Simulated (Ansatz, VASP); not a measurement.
# HfN in VASP and in Ansatz

```xyz
2
Lattice="0.0000 2.2560 2.2560 2.2560 0.0000 2.2560 2.2560 2.2560 0.0000" Properties=species:S:1:pos:R:3 pbc="T T T"
Hf    0.0000    0.0000    0.0000
N     2.2560    2.2560    2.2560
```

Alike in both runs: functional RPBE; k mesh 10 × 10 × 10; occupations fermi-dirac, width 0.05 eV; no spin polarisation.

|  | VASP | Ansatz |
| --- | --- | --- |
| version | VASP 6.6.1 | Ansatz 0.2.0 |
| potentials or method | VASP PAW PBE potentials, release 64 (Hf_pv, N), cutoff 600 eV | all-electron LAPW, scalar-relativistic |
| task | single point | band structure |

|  | VASP | Ansatz | Ansatz less VASP |
| --- | --- | --- | --- |
| gap on the k mesh at the Fermi level (eV) | none | none | - |
| pressure (GPa) | 8.7 | 11.3 | +2.57 |

VASP's potentials were made for PBE, not for RPBE. A gap of «none» marks a metal or a gap that the smearing closes. Ansatz ran all-electron here, and VASP with PAW potentials.

Spin-orbit coupling is off throughout.
